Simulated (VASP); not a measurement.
Input of a VASP 6.6.1 run:

The input INCAR:

```
PREC     = Accurate       # precision mode
ENCUT    = 520            # plane-wave cutoff, eV
EDIFF    = 1E-6           # SCF threshold, eV
ISMEAR   = -1             # smearing method
SIGMA    = 0.05           # smearing width, eV
LREAL    = F              # projectors in reciprocal space
LASPH    = T              # aspherical terms in the spheres
NELM     = 60             # most SCF steps
ALGO     = Normal         # electronic algorithm
ISIF     = 2              # what is computed and relaxed
LWAVE    = F              # write WAVECAR
LCHARG   = T              # write CHGCAR
GGA      = PS             # functional
LELF     = T              # ELF
LVHAR    = T            
NBANDS   = 27             # bands
```

The input KPOINTS:

```
regular mesh
0
Gamma
  10 10 4
```

POSCAR

```
Ta3N
1.0
    3.0916944585      0.0000000000      0.0000000000
   -1.5458472293      2.6774859418      0.0000000000
    0.0000000000      0.0000000000      7.6717065629
Ta N
3 1
Direct
    0.6666666667      0.3333333333      0.8260700000
    0.3333333333      0.6666666667      0.1739300000
    0.0000000000      0.0000000000      0.5000000000
    0.0000000000      0.0000000000      0.0000000000
```

Potentials or basis: VASP PAW PBE potentials, release 64 (Ta_pv, N).

Command:

```sh
$ cat potpaw_PBE.64/Ta_pv/POTCAR potpaw_PBE.64/N/POTCAR > POTCAR
$ mpirun -np 1 vasp_std > vasp.out
```

Question: What does it give for the pressure?

Answer: -19.8 GPa.

Question: Estimate the largest force.

Answer: 0.654 eV/Å.

Question: Estimate the band gap on the k mesh.

Answer: Zero (band 19 reaches 6.27 eV, above the bottom of band 20 at 5.73 eV).

Forces in eV/Å, atoms in the order of the input:
```
Ta   0.000  0.000  0.654
Ta   0.000  0.000 -0.654
Ta   0.000  0.000  0.000
N    0.000  0.000  0.000
```

Caveat: the PAW data sets were made with another functional, which shifts forces and pressure a little; spin-orbit coupling is left out, which moves the levels of the heavy elements.
